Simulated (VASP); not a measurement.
A run of VASP 6.6.1:

File INCAR:

```
ALGO = Normal
EDIFF = 1E-7
ENCUT = 520
GGA = PE
ISIF = 2
ISMEAR = 0
LASPH = True
LCHARG = True
LELF = True
LREAL = False
LVHAR = True
LWAVE = False
NBANDS = 15
NELM = 80
PREC = Accurate
SIGMA = 0.01
```

KPOINTS

```
k-points
0
Gamma
  6 6 6
```

The input POSCAR:

```
KCl
1.0
    0.0000000000      3.1448471213      3.1448471213
    3.1448471213      0.0000000000      3.1448471213
    3.1448471213      3.1448471213      0.0000000000
K Cl
1 1
Direct
    0.0000000000      0.0000000000      0.0000000000
    0.5000000000      0.5000000000      0.5000000000
```

Potentials or basis: VASP PAW PBE potentials, release 64 (K_sv, Cl).

Run with:

```sh
$ cat potpaw_PBE.64/K_sv/POTCAR potpaw_PBE.64/Cl/POTCAR > POTCAR
$ mpirun -np 1 vasp_std > vasp.out
```

Hardware: 1 thread of AMD EPYC 7R13, on a shared host.

Q: How long does it take, and how much memory?

A: It took 51 s on 1 thread of AMD EPYC 7R13 (shared host), peak memory 0.17 GiB. Counts: scf iterations 15, k points 16.
